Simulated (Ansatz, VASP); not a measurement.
# Re in VASP and in Ansatz

The input INCAR:

```
PREC = Accurate ; ENCUT = 500
EDIFF = 1E-7 ; ISMEAR = 0
SIGMA = 0.05 ; LREAL = False
LASPH = True ; NELM = 120
ALGO = Normal ; ISIF = 3
LWAVE = False ; LCHARG = False
IBRION = 2 ; NSW = 80
EDIFFG = -0.01 ; GGA_COMPAT = False
NELMIN = 4
```

The input KPOINTS:

```
Automatic mesh
0
Gamma
  18 18 10
```

The input POSCAR:

```
Re
1.0
    2.7600000000      0.0000000000      0.0000000000
   -1.3800000000      2.3902301144      0.0000000000
    0.0000000000      0.0000000000      4.4574000000
Re
2
Direct
    0.3333333333      0.6666666667      0.7500000000
    0.6666666667      0.3333333333      0.2500000000
```

Input for Ansatz:

```yaml
crystal:
  lattice:
    - [2.76, 0.0, 0.0]
    - [-1.38, 2.3902301144, 0.0]
    - [0.0, 0.0, 4.4574]
  atoms:
    - { symbol: Re, position: [0.3333333333, 0.6666666667, 0.75] }
    - { symbol: Re, position: [0.6666666667, 0.3333333333, 0.25] }
basis:
  ecutwfc: 600
  ecutrho_ratio: 5
kpoints:
  mp_grid: { grid: [18, 18, 10] }
hamiltonian:
  xc: lda
scf:
  occupations: { method: gaussian, width: 0.05 }
output:
  forces: true
  stress: true
  eigenvalues: true
relax:
  f_tol: 0.01
  max_steps: 60
  cell: { stress_tol: 0.15 }
```

Alike in both runs: task relaxation of cell and atoms; functional LDA; k mesh 18 × 18 × 10; occupations gaussian, width 0.05 eV; no spin polarisation.

|  | VASP | Ansatz |
| --- | --- | --- |
| version | VASP 6.6.1 | Ansatz 0.2.0 |
| potentials or method | VASP PAW LDA potentials, release 64 (Re_sv_GW), cutoff 500 eV | scalar-relativistic, plane waves, PAW |
| valence electrons in the cell | 30 | 30 |

|  | VASP | Ansatz | Ansatz less VASP |
| --- | --- | --- | --- |
| relaxed volume (Å³/atom) | 14.30 | 14.33 | +0.029 |
| relaxed cell length with the largest relative difference (Å) | 4.414 | 4.417 | +0.0036 |

LDA's correlation is that of Perdew and Zunger in VASP and of Perdew and Wang (1992) in Ansatz.

Neither program's run includes spin-orbit coupling.
